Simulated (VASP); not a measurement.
Input of a VASP 6.6.1 run:

INCAR

```
SYSTEM = MgO
ALGO = Normal
EDIFF = 1E-6
ENCUT = 520
GGA = CA
ISIF = 2
ISMEAR = 0
LASPH = .True.
LCHARG = .True.
LELF = .True.
LREAL = .False.
LVHAR = .True.
LWAVE = .False.
NBANDS = 11
NELM = 80
PREC = Accurate
SIGMA = 0.01
```

File KPOINTS:

```
k-points
0
Gamma
  10 10 10
  0 0 0
```

File POSCAR:

```
MgO
1.0
    2.1211840597      2.1211840597      0.0000000000
   -2.1211840597      2.1211840597      0.0000000000
    0.0000000000      2.1211840597      2.0562278118
Mg O
1 1
Direct
    0.0000000000      0.0000000000      0.0000000000
    0.5000000000      0.5000000000      0.0000000000
```

Potentials or basis: VASP PAW LDA potentials, release 64 (Mg, O).

The run is started by

```console
$ cat potpaw_LDA.64/Mg/POTCAR potpaw_LDA.64/O/POTCAR > POTCAR
$ mpirun -np 1 vasp_std > vasp.out
```

Q: Predict the pressure.

A: -5.9 GPa.

Q: Predict the band gap on the k mesh.

A: 4.72 eV, direct.

Stress tensor (GPa, compression positive):
```
-8.12  0.00  0.00
 0.00 -8.12  0.00
 0.00  0.00 -1.61
```

Caveat: the cell differs from its parent crystal (in-plane strain +0.02, then relaxed in part).
